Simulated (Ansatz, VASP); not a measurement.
W3C: VASP beside Ansatz

INCAR

```
  PREC = Accurate
  ENCUT = 520
  EDIFF = 1E-7
  ISMEAR = 0
  SIGMA = 0.1
  LREAL = False
  LASPH = True
  NELM = 60
  ALGO = Normal
  ISIF = 2
  LWAVE = False
  LCHARG = False
  LDIPOL = True
  IDIPOL = 3
  DIPOL = 0.5 0.5 0.359
  GGA = PE
  NBANDS = 31
```

KPOINTS

```
regular mesh
0
Gamma
  9 9 1
```

File POSCAR:

```
W3C
1.0
    2.8545944806      0.0000000000      0.0000000000
   -1.4272972403      2.4721513377      0.0000000000
    0.0000000000      0.0000000000     21.6971108210
W C
3 1
Direct
    0.6666666667      0.3333333333      0.1843563428
    0.3333333333      0.6666666667      0.2926027619
    0.0000000000      0.0000000000      0.4008418859
    0.1111111111     -0.1111111111      0.5589274499
```

Input for Ansatz:

```yaml
crystal:
  lattice:
    - [2.8545944806, 0.0, 0.0]
    - [-1.4272972403, 2.4721513377, 0.0]
    - [0.0, 0.0, 21.697110821]
  atoms:
    - { symbol: W, position: [0.6666666667, 0.3333333333, 0.1843563428] }
    - { symbol: W, position: [0.3333333333, 0.6666666667, 0.2926027619] }
    - { symbol: W, position: [0.0, 0.0, 0.4008418859] }
    - { symbol: C, position: [0.1111111111, -0.1111111111, 0.5589274499] }
basis:
  ecutwfc: 420
kpoints:
  mp_grid: { grid: [9, 9, 1] }
hamiltonian:
  xc: pbe
scf:
  occupations: { method: gaussian, width: 0.1 }
output:
  forces: true
  eigenvalues: true
efield:
  axis: 3
  dipole_correction: true
  ramp_width: 0.04
```

Alike in both runs: task single point; functional PBE; k mesh 9 × 9 × 1; occupations gaussian, width 0.1 eV; no spin polarisation.

|  | VASP | Ansatz |
| --- | --- | --- |
| version | VASP 6.6.1 | Ansatz 0.2.0 |
| potentials or method | VASP PAW PBE potentials, release 64 (W_sv, C), cutoff 520 eV | scalar-relativistic, plane waves, PAW |
| valence electrons in the cell | 46 | 46 |

|  | VASP | Ansatz | Ansatz less VASP |
| --- | --- | --- | --- |
| gap on the k mesh at the Fermi level (eV) | none | none | - |
| rms of the force components (eV/Å) | 0.304 | 0.300 | -0.0043 |

Atom by atom the forces differ by 0.009 eV/Å (rms over components). A gap of «none» marks a metal or a gap that the smearing closes.

Neither program's run includes spin-orbit coupling.
